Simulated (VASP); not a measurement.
Wanted: the native input for a VASP 6.6.1 run.

- Task: single point
- Functional: PBE
- Potentials or basis: VASP PAW PBE potentials, release 64 (W_sv, O_h, H_h)
- Cutoff: 1000 eV
- k mesh: 1 × 1 × 1
- Occupations: gaussian, width 0.01 eV
- Spin: no spin polarisation
- Dipole correction: no
- Further INCAR settings: ALGO = Normal; EDIFF = 1e-06; NBANDS = 35; NELMDL = -8

The structure of WO5H4 lies in POSCAR:

```
H4WO5
1.0
   14.0200000000      0.0000000000      0.0000000000
    0.0000000000     14.0200000000      0.0000000000
    0.0000000000      0.0000000000     11.2700000000
W O H
1 5 4
Direct
    0.4999622000      0.4999622000      0.4482795000
    0.4999622000      0.4999622000      0.6008917500
    0.6305991400      0.5187097000      0.3992901500
    0.4812146900      0.6305991400      0.3992901500
    0.3693252500      0.4812146900      0.3992901500
    0.5187097000      0.3693252500      0.3992901500
    0.6789543500      0.4718266800      0.4217258200
    0.5280977200      0.6789543500      0.4217258200
    0.3209700400      0.5280977200      0.4217258200
    0.4718266800      0.3209700400      0.4217258200
```

The input as run:

INCAR

```
SYSTEM = H4WO5
PREC = Accurate
ENCUT = 1000
EDIFF = 1E-6
ISMEAR = 0
SIGMA = 0.01
LREAL = .False.
LASPH = .True.
NELM = 120
ALGO = Normal
ISIF = 2
LWAVE = .False.
LCHARG = .False.
GGA = PE
NBANDS = 35
GGA_COMPAT = .False.
NELMDL = -8
```

KPOINTS

```
regular mesh
0
Gamma
  1 1 1
  0 0 0
```

Potentials or basis: VASP PAW PBE potentials, release 64 (W_sv, O_h, H_h).

Run with:

```sh
$ cat potpaw_PBE.64/W_sv/POTCAR potpaw_PBE.64/O_h/POTCAR potpaw_PBE.64/H_h/POTCAR > POTCAR
$ mpirun -np 1 vasp_gam > vasp.out
```

It gave:

* Largest force: 0.325 eV/Å
* Gap between the frontier levels: 3.71 eV

Caveat: spin-orbit coupling is left out, which moves the levels of the heavy elements.

Run time: 6.3 min on 1 thread of AMD EPYC 9R45 96-Core Processor (Zen 5), on a shared host, peak memory 4.1 GiB.
